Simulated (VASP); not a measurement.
# Al (P6_3/mmc) in VASP: notebook, part 2 of 2

VASP 6.6.1.

### 4 Single point, r2SCAN

This run uses another cell than the first one, of the same volume but with other edges.

Contents of POSCAR:

```
Al
1.0
    2.7627867563      0.0000000000      0.0000000000
   -1.3813933782      2.3926435162      0.0000000000
    0.0000000000      0.0000000000      4.8441089026
Al
2
Direct
    0.6666666667      0.3333333333      0.7500000000
    0.3333333333      0.6666666667      0.2500000000
```

Contents of INCAR.step1:

```
SYSTEM = Al
PREC = Accurate
ENCUT = 520
ISMEAR = 0
SIGMA = 0.15
LREAL = .False.
LASPH = .True.
NELM = 100
NBANDS = 10
GGA = PE
ALGO = Normal
EDIFF = 1E-4
LWAVE = .True.
LCHARG = .False.
```

Contents of INCAR.step2:

```
SYSTEM = Al
PREC = Accurate
ENCUT = 520
EDIFF = 1E-6
ISMEAR = 0
SIGMA = 0.15
LREAL = .False.
LASPH = .True.
NELM = 100
ALGO = Normal
ISIF = 2
LWAVE = .False.
LCHARG = .False.
METAGGA = R2SCAN
LMIXTAU = .True.
NBANDS = 10
ISTART = 1
```

Contents of KPOINTS:

```
regular mesh
0
Gamma
  30 30 14
  0 0 0
```

Potentials or basis: VASP PAW PBE potentials, release 64 (Al).

On the command line:

```sh
$ cat potpaw_PBE.64/Al/POTCAR > POTCAR
$ cp INCAR.step1 INCAR
$ mpirun -np 1 vasp_std > vasp.out
$ cp INCAR.step2 INCAR
$ mpirun -np 1 vasp_std > vasp.out
```

OUTCAR:

```text
SYSTEM = Al
   PREC = Accurate
   ENCUT = 520
   EDIFF = 1E-6
   ISMEAR = 0
   LREAL = .False.
   LASPH = .True.
   NELM = 100
   ISIF = 2
   METAGGA = R2SCAN
   ISTART = 1

 ion  position               nearest neighbor table
   1  0.667  0.333  0.750-   2 2.90   2 2.90   2 2.90   2 2.90   2 2.90   2 2.90
   2  0.333  0.667  0.250-   1 2.90   1 2.90   1 2.90   1 2.90   1 2.90   1 2.90

  LATTYP: Found a hexagonal cell.
 ALAT       =     2.7627867563
 C/A-ratio  =     1.7533415822

  Lattice vectors:

 A1 = (   2.7627867563,   0.0000000000,   0.0000000000)
 A2 = (  -1.3813933782,   2.3926435162,   0.0000000000)
 A3 = (   0.0000000000,   0.0000000000,   4.8441089026)

Analysis of symmetry for initial positions (statically):
=====================================================================
 Subroutine PRICEL returns:
 Original cell was already a primitive cell.

 Routine SETGRP: Setting up the symmetry group for a
 hexagonal supercell.

 Subroutine GETGRP returns: Found 24 space group operations
 (whereof 12 operations were pure point group operations)
 out of a pool of 24 trial point group operations.

The static configuration has the point symmetry D_3d.
 The point group associated with its full space group is D_6h.

Analysis of symmetry for dynamics (positions and initial velocities):
=====================================================================
 Subroutine PRICEL returns:
 Original cell was already a primitive cell.

 Routine SETGRP: Setting up the symmetry group for a
 hexagonal supercell.

 Subroutine GETGRP returns: Found 24 space group operations
 (whereof 12 operations were pure point group operations)
 out of a pool of 24 trial point group operations.

The dynamic configuration has the point symmetry D_3d.
 The point group associated with its full space group is D_6h.

 Subroutine INISYM returns: Found 24 space group operations
 (whereof 12 operations are pure point group operations),
 and found     1 'primitive' translations

----------------------------------------------------------------------------------------
[... 121 lines left out ...]
   IVDW    =     0    specifies the selected vdW correction
   LEPSILON=     F    determine dielectric tensor
   LRPA    =     F    only Hartree local field effects (RPA)
 non-spin polarized calculation
 Gauss-broadening in eV      SIGMA  =   0.15
  energy-cutoff  :      520.00
  volume of cell :       32.02
 maximum number of plane-waves:       878
 NGX is ok and might be reduce to    24

 number of electron       6.0000000 magnetization

 Free energy of the ion-electron system (eV)
  ---------------------------------------------------
  ext. energy  EPLUGINS =         0.00000000
  ---------------------------------------------------
  free energy    TOTEN  =       -13.38132322 eV

  energy without entropy =      -13.37259331  energy(sigma->0) =      -13.37695827

 E-fermi :   8.3339     XC(G=0): -11.0240

 val. band max:        8.3233873005   @ k =   0.2667   0.1333   0.2143
 cond. band min:       8.3354728409   @ k =   0.3000   0.2333   0.0000
 fundamental gap:      0.0120855404
 Fermi energy:         8.3338603974

 k-point     1 :       0.0000    0.0000    0.0000
  band No.  band energies     occupation
      1      -3.7321      2.00000
      2       2.8149      2.00000
      3       2.8484      2.00000
      4      20.0350      0.00000
      5      21.1127      0.00000
      6      21.1127      0.00000
      7      21.1787      0.00000
      8      21.1787      0.00000
      9      21.6813      0.00000
     10      24.7083      0.00000
[... 287 lines left out ...]
 k-point    24 :       0.2667    0.0333    0.0000
  band No.  band energies     occupation
      1      -1.5218      2.00000
      2       4.9085      2.00000
      3       4.9219      2.00000
      4      10.0342      0.00000
      5      15.1563      0.00000
      6      16.1310      0.00000
      7      16.4097      0.00000
      8      18.9647      0.00000
      9      21.3027      0.00000
     10      21.9215      0.00000

 [... further k-points ...]

------------------------ aborting loop because EDIFF is reached ----------------------------------------

  FORCE on cell =-STRESS in cart. coord.  units (eV):
  Direction    XX          YY          ZZ          XY          YZ          ZX
  --------------------------------------------------------------------------------------
  -------------------------------------------------------------------------------------
  Total        0.4175403      0.4175403     -0.6772139     -0.0000000     -0.0000000      0.0000000
  in kB       20.8915056     20.8915056    -33.8841944     -0.0000000     -0.0000000      0.0000000
  external PRESSURE =       2.6329389 kB  Pullay stress =       0.0000000 kB

 VOLUME and BASIS-vectors are now :
 -----------------------------------------------------------------------------
  energy-cutoff  :      520.00
  volume of cell :       32.02
      direct lattice vectors                 reciprocal lattice vectors
     2.762786756  0.000000000  0.000000000     0.361953378  0.208973880  0.000000000
    -1.381393378  2.392643516  0.000000000     0.000000000  0.417947761  0.000000000
     0.000000000  0.000000000  4.844108903     0.000000000  0.000000000  0.206436317

 POSITION                                       TOTAL-FORCE (eV/Angst)
 -----------------------------------------------------------------------------------
      1.38139      0.79755      3.63308        -0.000000      0.000000      0.000000
     -0.00000      1.59510      1.21103         0.000000      0.000000      0.000000
 -----------------------------------------------------------------------------------
    total drift:                                0.000000     -0.000000     -0.000000

  FREE ENERGIE OF THE ION-ELECTRON SYSTEM (eV)
  ---------------------------------------------------
  free  energy   TOTEN  =       -13.3813232208 eV

  energy  without entropy=      -13.3725933096  energy(sigma->0) =      -13.37695827
```

OUTCAR.step1:

```text
SYSTEM = Al
   PREC = Accurate
   ENCUT = 520
   ISMEAR = 0
   LREAL = .False.
   LASPH = .True.
[... 537 lines left out ...]
      1.38139      0.79755      3.63308         0.000000      0.000000      0.000000
     -0.00000      1.59510      1.21103        -0.000000      0.000000      0.000000
 -----------------------------------------------------------------------------------
    total drift:                                0.000000     -0.000000     -0.000000

  FREE ENERGIE OF THE ION-ELECTRON SYSTEM (eV)
  ---------------------------------------------------
  free  energy   TOTEN  =        -7.4009977165 eV

  energy  without entropy=       -7.3913481221  energy(sigma->0) =       -7.39617292
```

It took 8 min on 1 thread of Intel Xeon 8259CL, shared host; peak memory 0.31 GiB.

Results:

```
Free energy            : -13.3813 eV
Pressure               : 0.3 GPa
Band gap on the k mesh : zero (bands 3 and 4 overlap by 7.05 eV)
```

Caveat: the stress differs along the axes, from -3 to 2 GPa; the PAW data sets were made with another functional, which shifts forces and pressure a little.

### 5 Overview

| cell | gap on the mesh (eV) | pressure (GPa) |
| --- | --- | --- |
| a = 2.720, b = 2.720, c = 4.997 Å, angles 90.0, 90.0, 120.0°, 2 atoms | none | 1.4 |
| a = 2.847, b = 2.847, c = 4.563 Å, angles 90.0, 90.0, 120.0°, 2 atoms | none | -0.3 |
| a = 2.763, b = 2.763, c = 4.844 Å, angles 90.0, 90.0, 120.0°, 2 atoms | none | 0.3 |

Alike in all rows: task single point; level r2SCAN; potentials or basis VASP PAW PBE potentials, release 64 (Al); no spin polarisation; k mesh 30 × 30 × 14; cutoff (eV) 520; smearing gaussian 0.15 eV.

Caveats: the PAW data sets were made with another functional, which shifts forces and pressure a little; the stress differs along the axes, from -5 to 5 GPa (at least some runs); the stress differs along the axes, from -3 to 2 GPa (at least some runs).

Total energies depend on the potentials used, so only differences within one code and one set of settings carry meaning.
